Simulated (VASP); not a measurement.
# MgB2 (P6/mmm) in VASP: further runs

Runs on MgB2. Level: PBE. Tasks: single point.

Program: VASP 6.6.1. These are calculated values, not measurements. Logs are shortened: lines on timing, memory, paths and dates and some standing lists are left out, and cuts for length are marked.

**1. The cell of the first run**

Symmetry: P6/mmm, No. 191, hexagonal system. The conventional cell has a = 3.085 Å, b = 3.085 Å, c = 3.523 Å, α = 90.00°, β = 90.00°, γ = 120.00°. Within 3.3 Å of Mg (site symmetry 6/mmm) lie 12 B at 2.51 Å and 6 Mg at 3.08 to 3.09 Å. Within 2.4 Å of B (site symmetry -6m2) lie 3 B at 1.78 Å.

**2. Single point, PBE**

Contents of INCAR:

```
ALGO = Normal
EDIFF = 1E-6
ENCUT = 520
GGA = PE
ISIF = 2
ISMEAR = 0
LASPH = T
LCHARG = F
LREAL = F
LWAVE = F
NBANDS = 11
NELM = 80
PREC = Accurate
SIGMA = 0.1
```

Contents of KPOINTS:

```
k-points
0
Gamma
  9 9 7
```

Contents of POSCAR:

```
MgB2
1.0
    3.0850000000      0.0000000000      0.0000000000
   -1.5425000000      2.6716883707      0.0000000000
    0.0000000000      0.0000000000      3.5230000000
Mg B
1 2
Direct
    0.0000000000      0.0000000000      0.0000000000
    0.6666666667      0.3333333333      0.5000000000
    0.3333333333      0.6666666667      0.5000000000
```

Potentials or basis: VASP PAW PBE potentials, release 64 (Mg, B).

Launch:

```sh
$ cat potpaw_PBE.64/Mg/POTCAR potpaw_PBE.64/B/POTCAR > POTCAR
$ mpirun -np 1 vasp_std > vasp.out
```

OUTCAR:

```text
EDIFF = 1E-6
   ENCUT = 520
   GGA = PE
   ISIF = 2
   ISMEAR = 0
   LASPH = T
   LREAL = F
   NELM = 80
   PREC = Accurate

 ion  position               nearest neighbor table
   1  0.000  0.000  0.000-   2 2.51   3 2.51   2 2.51   3 2.51   2 2.51   2 2.51   3 2.51   3 2.51
                             2 2.51   2 2.51   3 2.51   3 2.51
   2  0.667  0.333  0.500-   3 1.78   3 1.78   3 1.78   1 2.51   1 2.51   1 2.51   1 2.51   1 2.51
                             1 2.51
   3  0.333  0.667  0.500-   2 1.78   2 1.78   2 1.78   1 2.51   1 2.51   1 2.51   1 2.51   1 2.51
                             1 2.51

  LATTYP: Found a hexagonal cell.
 ALAT       =     3.0850000000
 C/A-ratio  =     1.1419773096

  Lattice vectors:

 A1 = (   3.0850000000,   0.0000000000,   0.0000000000)
 A2 = (  -1.5425000000,   2.6716883707,   0.0000000000)
 A3 = (   0.0000000000,   0.0000000000,   3.5230000000)

Analysis of symmetry for initial positions (statically):
=====================================================================
 Subroutine PRICEL returns:
 Original cell was already a primitive cell.

 Routine SETGRP: Setting up the symmetry group for a
 hexagonal supercell.

 Subroutine GETGRP returns: Found 24 space group operations
 (whereof 24 operations were pure point group operations)
 out of a pool of 24 trial point group operations.

The static configuration has the point symmetry D_6h.

Analysis of symmetry for dynamics (positions and initial velocities):
=====================================================================
 Subroutine PRICEL returns:
 Original cell was already a primitive cell.

 Routine SETGRP: Setting up the symmetry group for a
 hexagonal supercell.

 Subroutine GETGRP returns: Found 24 space group operations
 (whereof 24 operations were pure point group operations)
 out of a pool of 24 trial point group operations.

The dynamic configuration has the point symmetry D_6h.

 Subroutine INISYM returns: Found 24 space group operations
 (whereof 24 operations are pure point group operations),
 and found     1 'primitive' translations

----------------------------------------------------------------------------------------

                                     Primitive cell

  volume of cell :      29.0371

  direct lattice vectors                    reciprocal lattice vectors
     3.085000000  0.000000000  0.000000000     0.324149109  0.187147575  0.000000000
    -1.542500000  2.671688371  0.000000000     0.000000000  0.374295150  0.000000000
     0.000000000  0.000000000  3.523000000     0.000000000  0.000000000  0.283848992

  length of vectors
     3.085000000  3.085000000  3.523000000     0.374295150  0.374295150  0.283848992

  position of ions in fractional coordinates (direct lattice)
     0.000000000  0.000000000  0.000000000
     0.666666667  0.333333333  0.500000000
     0.333333333  0.666666667  0.500000000

  ion indices of the primitive-cell ions
   primitive index   ion index
                 1           1
                 2           2
                 3           3

----------------------------------------------------------------------------------------

 KPOINTS: k-points

Automatic generation of k-mesh.
 Grid dimensions read from file:
 generate k-points for:    9    9    7

 Generating k-lattice:

  Cartesian coordinates                     Fractional coordinates (reciprocal lattice)
     0.036016568  0.020794175  0.000000000     0.111111111  0.000000000  0.000000000
     0.000000000  0.041588350  0.000000000     0.000000000  0.111111111  0.000000000
     0.000000000  0.000000000  0.040549856     0.000000000  0.000000000  0.142857143

  Length of vectors
     0.041588350  0.041588350  0.040549856

  Shift w.r.t. Gamma in fractional coordinates (k-lattice)
     0.000000000  0.000000000  0.000000000

 Subroutine IBZKPT returns following result:
 ===========================================

 Found     48 irreducible k-points:

 Following reciprocal coordinates:
            Coordinates               Weight
  0.000000  0.000000  0.000000      1.000000
  0.111111 -0.000000  0.000000      6.000000
  0.222222 -0.000000  0.000000      6.000000
  0.333333  0.000000  0.000000      6.000000
  0.444444 -0.000000  0.000000      6.000000
  0.111111  0.111111  0.000000      6.000000
[... 16 lines left out ...]
  0.333333  0.222222  0.142857     24.000000
  0.333333  0.333333  0.142857      4.000000
 [... further k-points ...]
   k-points           NKPTS =     48   k-points in BZ     NKDIM =     48   number of bands    NBANDS=     11
   number of dos      NEDOS =    301   number of ions     NIONS =      3
   total plane-waves  NPLWV =  16128
   dimension x,y,z NGX =    24 NGY =   24 NGZ =   28
   dimension x,y,z NGXF=    48 NGYF=   48 NGZF=   56
   ions per type =               1   2
   NGX,Y,Z   is equivalent  to a cutoff of  12.93, 12.93, 13.21 a.u.
   NGXF,Y,Z  is equivalent  to a cutoff of  25.87, 25.87, 26.43 a.u.
 SYSTEM =  unknown system
   PREC   = accura    normal or accurate (medium, high low for compatibility)
   ISTART =      0    job   : 0-new  1-cont  2-samecut
   ICHARG =      2    charge: 1-file 2-atom 10-const
   ISPIN  =      1    spin polarized calculation?
   LNONCOLLINEAR =      F non collinear calculations
   LSORBIT =      F    spin-orbit coupling
   LASPH  =      T    aspherical Exc in radial PAW
   ENCUT  =  520.0 eV  38.22 Ry    6.18 a.u.   5.74  5.74  6.55*2*pi/ulx,y,z
   NELM   =     80;   NELMIN=  2; NELMDL= -5     # of ELM steps
   EDIFF  = 0.1E-05   stopping-criterion for ELM
   LREAL  =      F    real-space projection
   EDIFFG = 0.1E-04   stopping-criterion for IOM
   NSW    =      0    number of steps for IOM
   IBRION =     -1    ionic relax: 0-MD 1-quasi-New 2-CG
   NFREE  =      0    steps in history (QN), initial steepest desc. (CG)
   ISIF   =      2    stress and relaxation
   ISYM   =      2    0-nonsym 1-usesym 2-fastsym
   POTIM  = 0.5000    time-step for ionic-motion
   TEBEG  =    0.0;   TEEND  =   0.0 temperature during run
   PSTRESS=    0.0 pullay stress
   NELECT =       8.0000    total number of electrons
   NUPDOWN=      -1.0000    fix difference up-down
   EMIN   =  10.00;   EMAX   =-10.00  energy-range for DOS
   EFERMI =   0.00;   METHOD = LEGACY
   ISMEAR =     0;   SIGMA  =   0.10  broadening in eV -4-tet -1-fermi 0-gaus
   EFERMI_NEDOS =   21; number of points for ismear=-14 and -15
   IALGO  =     38    algorithm
   IMIX   =      4    mixing-type and parameters
     AMIX     =   0.40;   BMIX     =  1.00
     AMIX_MAG =   1.60;   BMIX_MAG =  1.00
  volume/ion in A,a.u.               =       9.68        65.32
  Fermi-wavevector in a.u.,A,eV,Ry     =   1.065255  2.013040 15.439462  1.134768
  Thomas-Fermi vector in A             =   2.200801
   LORBIT       =      0    0 simple, 1 ext, 2 COOP (PROOUT), +10 PAW based schemes
   GGA     = PE    functional components
   LHFCALC =     F    Hartree Fock is set to
   AEXX    =    0.0000 exact exchange contribution
   IVDW    =     0    specifies the selected vdW correction
   LEPSILON=     F    determine dielectric tensor
   LRPA    =     F    only Hartree local field effects (RPA)
 non-spin polarized calculation
 Gauss-broadening in eV      SIGMA  =   0.10
  energy-cutoff  :      520.00
  volume of cell :       29.04
 maximum number of plane-waves:       792
 NGX is ok and might be reduce to    24
   NGX = 11   NGY = 11   NGZ = 13

 number of electron       8.0000000 magnetization

 Free energy of the ion-electron system (eV)
  ---------------------------------------------------
  ext. energy  EPLUGINS =         0.00000000
  ---------------------------------------------------
  free energy    TOTEN  =       -15.32584920 eV

  energy without entropy =      -15.32286287  energy(sigma->0) =      -15.32435604

 E-fermi :   5.2875     XC(G=0): -10.9089

 val. band max:        5.2409061710   @ k =   0.4444   0.1111   0.2857
 cond. band min:       5.3772678490   @ k =   0.1111  -0.0000   0.2857
 fundamental gap:      0.1363616780
 Fermi energy:         5.2875335774

 k-point     1 :       0.0000    0.0000    0.0000
  band No.  band energies     occupation
      1      -7.1422      2.00000
      2       2.3347      2.00000
      3       5.6392      0.00000
      4       5.6392      0.00000
      5       6.9148      0.00000
      6      11.5740      0.00000
      7      11.5740      0.00000
      8      13.3433      0.00000
      9      15.2033      0.00000
     10      17.9225      0.00000
     11      21.3977      0.00000

 k-point     2 :       0.1111   -0.0000    0.0000
  band No.  band energies     occupation
      1      -6.9281      2.00000
      2       2.5435      2.00000
      3       4.6071      2.00000
      4       5.1663      1.91353
      5       7.1092      0.00000
      6      11.3823      0.00000
      7      12.4784      0.00000
      8      13.8233      0.00000
      9      14.4599      0.00000
     10      18.9554      0.00000
     11      20.4704      0.00000

 k-point     3 :       0.2222   -0.0000    0.0000
  band No.  band energies     occupation
      1      -6.2901      2.00000
      2       2.4686      2.00000
      3       3.1610      2.00000
      4       4.2854      2.00000
      5       7.6895      0.00000
      6      10.7539      0.00000
      7      12.6270      0.00000
      8      14.5388      0.00000
      9      14.6150      0.00000
     10      19.4401      0.00000
     11      19.5240      0.00000

 k-point     4 :       0.3333    0.0000    0.0000
  band No.  band energies     occupation
      1      -5.2433      2.00000
      2       0.1814      2.00000
      3       3.5516      2.00000
      4       4.1406      2.00000
      5       8.5252      0.00000
      6      10.2572      0.00000
      7      10.4611      0.00000
      8      13.9088      0.00000
      9      17.2240      0.00000
     10      18.4067      0.00000
     11      19.6538      0.00000

 k-point     5 :       0.4444   -0.0000    0.0000
  band No.  band energies     occupation
      1      -3.8374      2.00000
      2      -1.8904      2.00000
      3       3.1570      2.00000
      4       5.2392      1.50541
      5       8.6781      0.00000
      6       9.0920      0.00000
      7      10.4236      0.00000
      8      12.6417      0.00000
      9      17.8928      0.00000
     10      18.8183      0.00000
     11      19.4408      0.00000
[... 211 lines left out ...]
 k-point    21 :       0.4444    0.1111    0.1429
  band No.  band energies     occupation
      1      -2.9823      2.00000
      2      -2.2695      2.00000
      3       2.2840      2.00000
      4       4.6784      2.00000
      5       6.9502      0.00000
      6      10.7278      0.00000
      7      12.0699      0.00000
      8      13.3766      0.00000
      9      15.1013      0.00000
     10      18.8206      0.00000
     11      19.8915      0.00000

 k-point    22 :       0.2222    0.2222    0.1429
  band No.  band energies     occupation
      1      -4.4752      2.00000
      2       0.3449      2.00000
      3       1.4342      2.00000
      4       3.6477      2.00000
      5       8.6439      0.00000
      6      10.8255      0.00000
      7      12.8679      0.00000
      8      13.5546      0.00000
      9      14.5388      0.00000
     10      16.7652      0.00000
     11      19.5133      0.00000

 k-point    23 :       0.3333    0.2222    0.1429
  band No.  band energies     occupation
      1      -3.1117      2.00000
      2      -1.2834      2.00000
      3       0.6956      2.00000
      4       4.8574      2.00000
      5       7.1307      0.00000
      6      11.9397      0.00000
      7      12.3729      0.00000
      8      12.9984      0.00000
      9      14.9028      0.00000
     10      17.6271      0.00000
     11      18.8325      0.00000

 k-point    24 :       0.3333    0.3333    0.1429
  band No.  band energies     occupation
      1      -1.8599      2.00000
      2      -1.8599      2.00000
      3      -0.4559      2.00000
      4       6.0327      0.00000
      5       6.0327      0.00000
      6      11.9090      0.00000
      7      12.8062      0.00000
      8      12.8062      0.00000
      9      15.9109      0.00000
     10      17.7810      0.00000
     11      17.7810      0.00000

 [... further k-points ...]

------------------------ aborting loop because EDIFF is reached ----------------------------------------

  FORCE on cell =-STRESS in cart. coord.  units (eV):
  Direction    XX          YY          ZZ          XY          YZ          ZX
  --------------------------------------------------------------------------------------
  -------------------------------------------------------------------------------------
  Total       -0.3506833     -0.3506833      0.0442587      0.0000000      0.0000000     -0.0000000
  in kB      -19.3496042    -19.3496042      2.4420543      0.0000000      0.0000000     -0.0000000
  external PRESSURE =     -12.0857180 kB  Pullay stress =       0.0000000 kB

 VOLUME and BASIS-vectors are now :
 -----------------------------------------------------------------------------
  energy-cutoff  :      520.00
  volume of cell :       29.04
      direct lattice vectors                 reciprocal lattice vectors
     3.085000000  0.000000000  0.000000000     0.324149109  0.187147575  0.000000000
    -1.542500000  2.671688371  0.000000000     0.000000000  0.374295150  0.000000000
     0.000000000  0.000000000  3.523000000     0.000000000  0.000000000  0.283848992

 POSITION                                       TOTAL-FORCE (eV/Angst)
 -----------------------------------------------------------------------------------
      0.00000      0.00000      0.00000         0.000000      0.000000      0.000000
      1.54250      0.89056      1.76150         0.000000      0.000000     -0.000000
     -0.00000      1.78113      1.76150        -0.000000     -0.000000      0.000000
 -----------------------------------------------------------------------------------
    total drift:                                0.000000     -0.000000      0.000000

  FREE ENERGIE OF THE ION-ELECTRON SYSTEM (eV)
  ---------------------------------------------------
  free  energy   TOTEN  =       -15.3258492023 eV

  energy  without entropy=      -15.3228628716  energy(sigma->0) =      -15.32435604
```

Wall time 22 s (1 thread of Intel Xeon 8259CL, shared host); peak memory 0.15 GiB.

Results:

```yaml
Free_energy: -15.3258 eV
Pressure: -1.2 GPa
Band_gap_on_the_k_mesh: zero (bands 4 and 5 overlap by 3.66 eV)
```

Levels at points of the mesh, in eV from the Fermi level:
```
           k point  band 1  band 2  band 3  band 4  band 5  band 6  band 7  band 8  band 9
(0.00, 0.00, 0.00)  -12.43   -2.95    0.35    0.35    1.63    6.29    6.29    8.06    9.92
```

**3. Single point, PBE**

Contents of INCAR:

```
SYSTEM = MgB2
ALGO = Normal
EDIFF = 1E-6
ENCUT = 520
GGA = PE
ISIF = 2
ISMEAR = 0
LASPH = .True.
LCHARG = .False.
LREAL = .False.
LWAVE = .False.
NBANDS = 11
NELM = 100
PREC = Accurate
SIGMA = 0.1
```

Contents of KPOINTS:

```
k-points
0
Gamma
  11 11 9
  0 0 0
```

POSCAR is that of step 2.

Potentials or basis: VASP PAW PBE potentials, release 64 (Mg, B).

Launch:

```sh
$ cat potpaw_PBE.64/Mg/POTCAR potpaw_PBE.64/B/POTCAR > POTCAR
$ mpirun -np 1 vasp_std > vasp.out
```

OUTCAR:

```text
SYSTEM = MgB2
   EDIFF = 1E-6
   ENCUT = 520
   GGA = PE
   ISIF = 2
   ISMEAR = 0
   LASPH = .True.
   LREAL = .False.
   NELM = 100
   PREC = Accurate

 ion  position               nearest neighbor table
   1  0.000  0.000  0.000-   2 2.51   3 2.51   2 2.51   3 2.51   2 2.51   2 2.51   3 2.51   3 2.51
                             2 2.51   2 2.51   3 2.51   3 2.51
   2  0.667  0.333  0.500-   3 1.78   3 1.78   3 1.78   1 2.51   1 2.51   1 2.51   1 2.51   1 2.51
                             1 2.51
   3  0.333  0.667  0.500-   2 1.78   2 1.78   2 1.78   1 2.51   1 2.51   1 2.51   1 2.51   1 2.51
                             1 2.51

[... 536 lines left out ...]
  --------------------------------------------------------------------------------------
  -------------------------------------------------------------------------------------
  Total       -0.4036517     -0.4036517      0.0557804      0.0000000     -0.0000000      0.0000000
  in kB      -22.2722319    -22.2722319      3.0777883      0.0000000     -0.0000000      0.0000000
  external PRESSURE =     -13.8222252 kB  Pullay stress =       0.0000000 kB

 VOLUME and BASIS-vectors are now :
 -----------------------------------------------------------------------------
  energy-cutoff  :      520.00
  volume of cell :       29.04
      direct lattice vectors                 reciprocal lattice vectors
     3.085000000  0.000000000  0.000000000     0.324149109  0.187147575  0.000000000
    -1.542500000  2.671688371  0.000000000     0.000000000  0.374295150  0.000000000
     0.000000000  0.000000000  3.523000000     0.000000000  0.000000000  0.283848992

 POSITION                                       TOTAL-FORCE (eV/Angst)
 -----------------------------------------------------------------------------------
      0.00000      0.00000      0.00000        -0.000000      0.000000      0.000000
      1.54250      0.89056      1.76150        -0.000000     -0.000000      0.000000
     -0.00000      1.78113      1.76150         0.000000      0.000000      0.000000
 -----------------------------------------------------------------------------------
    total drift:                                0.000000     -0.000000      0.000000

  FREE ENERGIE OF THE ION-ELECTRON SYSTEM (eV)
  ---------------------------------------------------
  free  energy   TOTEN  =       -15.3229926296 eV

  energy  without entropy=      -15.3190497829  energy(sigma->0) =      -15.32102121
```

OSZICAR:

```text
N       E                     dE             d eps       ncg     rms          rms(c)
DAV:   1     0.446066032177E+01    0.44607E+01   -0.36953E+03  1856   0.604E+02
DAV:   2    -0.163944156612E+02   -0.20855E+02   -0.19487E+02  2289   0.106E+02
DAV:   3    -0.169949664063E+02   -0.60055E+00   -0.59573E+00  2297   0.149E+01
DAV:   4    -0.169965296638E+02   -0.15633E-02   -0.15631E-02  2024   0.833E-01
DAV:   5    -0.169965359048E+02   -0.62410E-05   -0.62407E-05  2154   0.560E-02    0.522E+00
DAV:   6    -0.155705353762E+02    0.14260E+01   -0.17669E+00  2002   0.616E+00    0.250E+00
DAV:   7    -0.153311586028E+02    0.23938E+00   -0.97383E-01  2066   0.454E+00    0.782E-01
DAV:   8    -0.153378026383E+02   -0.66440E-02   -0.14932E-01  1983   0.199E+00    0.505E-01
DAV:   9    -0.153230685400E+02    0.14734E-01   -0.34234E-02  1939   0.842E-01    0.701E-02
DAV:  10    -0.153230055283E+02    0.63012E-04   -0.16541E-03  2153   0.234E-01    0.289E-02
DAV:  11    -0.153229997928E+02    0.57355E-05   -0.15014E-04  1966   0.649E-02    0.102E-02
DAV:  12    -0.153229926342E+02    0.71586E-05   -0.26395E-05  1979   0.239E-02    0.166E-03
DAV:  13    -0.153229926296E+02    0.46334E-08   -0.33671E-07  1151   0.431E-03
   1 F= -.15322993E+02 E0= -.15321021E+02  d E =-.394285E-02
```

Wall time 31 s (1 thread of Intel Xeon 8259CL, shared host); peak memory 0.16 GiB.

What came out:

| Item | Value |
| --- | --- |
| Free energy | -15.3230 eV |
| Pressure | -1.4 GPa |
| Band gap on the k mesh | zero (bands 4 and 5 overlap by 2.73 eV) |

Stress tensor (GPa, compression positive):
```
-2.23  0.00  0.00
 0.00 -2.23  0.00
 0.00  0.00  0.31
```
